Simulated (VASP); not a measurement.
# Al (Im-3m) in VASP: single point with PBEsol

Aim: the single point of Al with PBEsol.

Everything below comes from runs of VASP 6.6.1. Logs are shortened: lines on timing, memory, paths and dates and some standing lists are left out, and cuts for length are marked.

### 1 The cell of the first run

The structure is cubic, space group Im-3m (No. 229). Conventional cell: a = 3.182 Å, b = 3.182 Å, c = 3.182 Å, α = 90.00°, β = 90.00°, γ = 90.00°. Al (site symmetry m-3m) has 14 Al at 2.76 to 3.18 Å within 3.6 Å.

### 2 Single point, PBEsol

Input file INCAR:

```
  PREC = Accurate
  ENCUT = 520
  EDIFF = 1E-6
  ISMEAR = 0
  SIGMA = 0.1
  LREAL = F
  LASPH = T
  NELM = 80
  ALGO = Fast
  ISIF = 2
  LWAVE = F
  LCHARG = F
  GGA = PS
  NBANDS = 8
```

Input file KPOINTS:

```
Automatic mesh
0
Gamma
  8 8 8
```

Input file POSCAR:

```
Al
1.0
   -1.5912186900      1.5912186900      1.5912186900
    1.5912186900     -1.5912186900      1.5912186900
    1.5912186900      1.5912186900     -1.5912186900
Al
1
Direct
    0.0000000000      0.0000000000      0.0000000000
```

Potentials or basis: VASP PAW PBE potentials, release 64 (Al).

Launch:

```
cat potpaw_PBE.64/Al/POTCAR > POTCAR
mpirun -np 1 vasp_std > vasp.out
```

OUTCAR:

```text
PREC = Accurate
   ENCUT = 520
   EDIFF = 1E-6
   ISMEAR = 0
   LREAL = F
   LASPH = T
   NELM = 80
   ISIF = 2
   GGA = PS

 ion  position               nearest neighbor table
   1  0.000  0.000  0.000-

  LATTYP: Found a body centered cubic cell.
 ALAT       =     3.1824373800

  Lattice vectors:

 A1 = (  -1.5912186900,   1.5912186900,   1.5912186900)
 A2 = (   1.5912186900,  -1.5912186900,   1.5912186900)
 A3 = (   1.5912186900,   1.5912186900,  -1.5912186900)

Analysis of symmetry for initial positions (statically):
=====================================================================
 Subroutine PRICEL returns:
 Original cell was already a primitive cell.

 Routine SETGRP: Setting up the symmetry group for a
 body centered cubic supercell.

 Subroutine GETGRP returns: Found 48 space group operations
 (whereof 48 operations were pure point group operations)
 out of a pool of 48 trial point group operations.

The static configuration has the point symmetry O_h .

Analysis of symmetry for dynamics (positions and initial velocities):
=====================================================================
 Subroutine PRICEL returns:
 Original cell was already a primitive cell.

 Routine SETGRP: Setting up the symmetry group for a
 body centered cubic supercell.

 Subroutine GETGRP returns: Found 48 space group operations
 (whereof 48 operations were pure point group operations)
 out of a pool of 48 trial point group operations.

The dynamic configuration has the point symmetry O_h .

 Subroutine INISYM returns: Found 48 space group operations
 (whereof 48 operations are pure point group operations),
 and found     1 'primitive' translations

----------------------------------------------------------------------------------------

                                     Primitive cell

  volume of cell :      16.1157

  direct lattice vectors                    reciprocal lattice vectors
    -1.591218690  1.591218690  1.591218690     0.000000000  0.314224565  0.314224565
     1.591218690 -1.591218690  1.591218690     0.314224565  0.000000000  0.314224565
     1.591218690  1.591218690 -1.591218690     0.314224565  0.314224565  0.000000000

  length of vectors
     2.756071617  2.756071617  2.756071617     0.444380641  0.444380641  0.444380641

  position of ions in fractional coordinates (direct lattice)
     0.000000000  0.000000000  0.000000000

[... 76 lines left out ...]
   LREAL  =      F    real-space projection
   EDIFFG = 0.1E-04   stopping-criterion for IOM
   NSW    =      0    number of steps for IOM
   IBRION =     -1    ionic relax: 0-MD 1-quasi-New 2-CG
   NFREE  =      0    steps in history (QN), initial steepest desc. (CG)
   ISIF   =      2    stress and relaxation
   ISYM   =      2    0-nonsym 1-usesym 2-fastsym
   POTIM  = 0.5000    time-step for ionic-motion
   TEBEG  =    0.0;   TEEND  =   0.0 temperature during run
   PSTRESS=    0.0 pullay stress
   NELECT =       3.0000    total number of electrons
   NUPDOWN=      -1.0000    fix difference up-down
   EMIN   =  10.00;   EMAX   =-10.00  energy-range for DOS
   EFERMI =   0.00;   METHOD = LEGACY
   ISMEAR =     0;   SIGMA  =   0.10  broadening in eV -4-tet -1-fermi 0-gaus
   EFERMI_NEDOS =   21; number of points for ismear=-14 and -15
   IALGO  =     68    algorithm
   IMIX   =      4    mixing-type and parameters
     AMIX     =   0.40;   BMIX     =  1.00
     AMIX_MAG =   1.60;   BMIX_MAG =  1.00
  volume/ion in A,a.u.               =      16.12       108.75
  Fermi-wavevector in a.u.,A,eV,Ry     =   0.934757  1.766435 11.888371  0.873771
  Thomas-Fermi vector in A             =   2.061595
   LORBIT       =      0    0 simple, 1 ext, 2 COOP (PROOUT), +10 PAW based schemes
   GGA     = PS    functional components
   LHFCALC =     F    Hartree Fock is set to
   AEXX    =    0.0000 exact exchange contribution
   IVDW    =     0    specifies the selected vdW correction
   LEPSILON=     F    determine dielectric tensor
   LRPA    =     F    only Hartree local field effects (RPA)
 non-spin polarized calculation
 RMM-DIIS sequential band-by-band and
 Gauss-broadening in eV      SIGMA  =   0.10
  energy-cutoff  :      520.00
  volume of cell :       16.12
 maximum number of plane-waves:       466
   NGX = 11   NGY = 11   NGZ = 11

 number of electron       3.0000000 magnetization

 Free energy of the ion-electron system (eV)
  ---------------------------------------------------
  ext. energy  EPLUGINS =         0.00000000
  ---------------------------------------------------
  free energy    TOTEN  =        -3.95251324 eV

  energy without entropy =       -3.94638044  energy(sigma->0) =       -3.94944684

 E-fermi :   8.3428     XC(G=0): -10.3468

 val. band max:        8.3183098888   @ k =   0.2500   0.2500   0.1250
 cond. band min:       8.3606949091   @ k =  -0.3750   0.3750   0.1250
 fundamental gap:      0.0423850204
 Fermi energy:         8.3428166603

 k-point     1 :       0.0000    0.0000    0.0000
  band No.  band energies     occupation
      1      -3.0914      2.00000
      2      21.5847      0.00000
      3      21.5847      0.00000
      4      21.5847      0.00000
      5      23.2275      0.00000
      6      23.2275      0.00000
      7      23.2275      0.00000
      8      24.6687      0.00000
[... 243 lines left out ...]
 k-point    24 :      -0.3750    0.3750    0.2500
  band No.  band energies     occupation
      1       2.7230      2.00000
      2       9.5687      0.00000
      3      12.0984      0.00000
      4      14.2014      0.00000
      5      16.8992      0.00000
      6      22.8919      0.00000
      7      24.9398      0.00000
      8      28.0286      0.00000

 [... further k-points ...]

------------------------ aborting loop because EDIFF is reached ----------------------------------------

  FORCE on cell =-STRESS in cart. coord.  units (eV):
  Direction    XX          YY          ZZ          XY          YZ          ZX
  --------------------------------------------------------------------------------------
  -------------------------------------------------------------------------------------
  Total        0.2672220      0.2672220      0.2672220     -0.0000000      0.0000000     -0.0000000
  in kB       26.5664266     26.5664266     26.5664266     -0.0000000      0.0000000     -0.0000000
  external PRESSURE =      26.5664266 kB  Pullay stress =       0.0000000 kB

 VOLUME and BASIS-vectors are now :
 -----------------------------------------------------------------------------
  energy-cutoff  :      520.00
  volume of cell :       16.12
      direct lattice vectors                 reciprocal lattice vectors
    -1.591218690  1.591218690  1.591218690     0.000000000  0.314224565  0.314224565
     1.591218690 -1.591218690  1.591218690     0.314224565  0.000000000  0.314224565
     1.591218690  1.591218690 -1.591218690     0.314224565  0.314224565  0.000000000

 POSITION                                       TOTAL-FORCE (eV/Angst)
 -----------------------------------------------------------------------------------
      0.00000      0.00000      0.00000         0.000000     -0.000000      0.000000
 -----------------------------------------------------------------------------------
    total drift:                               -0.000000     -0.000000      0.000000

  FREE ENERGIE OF THE ION-ELECTRON SYSTEM (eV)
  ---------------------------------------------------
  free  energy   TOTEN  =        -3.9525132416 eV

  energy  without entropy=       -3.9463804420  energy(sigma->0) =       -3.94944684
```

OSZICAR:

```text
N       E                     dE             d eps       ncg     rms          rms(c)
DAV:   1    -0.293575715781E+01   -0.29358E+01   -0.81649E+02   464   0.199E+02
DAV:   2    -0.397716847190E+01   -0.10414E+01   -0.10192E+01   664   0.168E+01
DAV:   3    -0.398236670365E+01   -0.51982E-02   -0.51915E-02   576   0.130E+00
DAV:   4    -0.398237855333E+01   -0.11850E-04   -0.11849E-04   680   0.525E-02
DAV:   5    -0.398237860996E+01   -0.56633E-07   -0.56599E-07   600   0.298E-03    0.138E+00
RMM:   6    -0.396430579911E+01    0.18073E-01   -0.16028E-03   464   0.193E-01    0.792E-01
RMM:   7    -0.395249486744E+01    0.11811E-01   -0.45911E-03   543   0.319E-01    0.130E-01
RMM:   8    -0.395251065260E+01   -0.15785E-04   -0.26176E-04   498   0.960E-02    0.315E-02
RMM:   9    -0.395251530570E+01   -0.46531E-05   -0.36293E-05   504   0.380E-02    0.180E-02
RMM:  10    -0.395251184413E+01    0.34616E-05   -0.42438E-06   513   0.117E-02    0.926E-02
RMM:  11    -0.395251350637E+01   -0.16622E-05   -0.11126E-06   404   0.708E-03    0.129E-02
RMM:  12    -0.395251324163E+01    0.26474E-06   -0.20859E-07   278   0.272E-03
   1 F= -.39525132E+01 E0= -.39494468E+01  d E =-.613280E-02
```

stdout:

```text
POSCAR found type information on POSCAR Al
 POSCAR found :  1 types and       1 ions
 scaLAPACK will be used
 -----------------------------------------------------------------------------
|                                                                             |
|                                                                             |
|     You enforced a specific xc type in the INCAR file but a different       |
|     I HOPE YOU KNOW WHAT YOU ARE DOING!                                     |
|                                                                             |
 -----------------------------------------------------------------------------

 LDA part: xc-table for (Slater+PW92), standard interpolation
 POSCAR, INCAR and KPOINTS ok, starting setup
 FFT: planning ... GRIDC
 FFT: planning ... GRID_SOFT
 FFT: planning ... GRID
 WAVECAR not read
 entering main loop
```

Wall time 7.3 s (1 thread of AMD EPYC 7R13, shared host); peak memory 0.09 GiB.

Results:

```yaml
Free_energy: -3.9525 eV
Pressure: 2.7 GPa
```

Caveat: the PAW data sets were made with another functional, which shifts forces and pressure a little.
